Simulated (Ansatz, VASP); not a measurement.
# Ru in VASP and in Ansatz

```
Ru
1.0
     2.69011    0.00000    0.00000
    -1.34505    2.32970    0.00000
     0.00000    0.00000   24.49960
Ru
5
Direct
  0.00000 0.00000 0.32900
  0.33333 0.66667 0.41264
  0.00000 0.00000 0.50000
  0.33333 0.66667 0.58736
  0.00000 0.00000 0.67100
```

Alike in both runs: functional PBEsol; k mesh 15 × 15 × 1; occupations fermi-dirac, width 0.05 eV; no spin polarisation.

Ansatz relaxed the structure, and its values are those at the end. VASP's run is a single point on that final structure, the one shown.

|  | VASP | Ansatz |
| --- | --- | --- |
| version | VASP 6.6.1 | Ansatz 0.2.0 |
| potentials or method | VASP PAW PBE potentials, release 64 (Ru_pv), cutoff 520 eV | all-electron LAPW, scalar-relativistic |

Ansatz gave:

| Property | Result |
| --- | --- |
| rms of the force components (eV/Å) | 0.002 |

Problem. Which values does VASP return?

Solution. rms of the force components (eV/Å): 0.006.

VASP's potentials were made for PBE, not for PBEsol. Ansatz ran all-electron here, and VASP with PAW potentials.
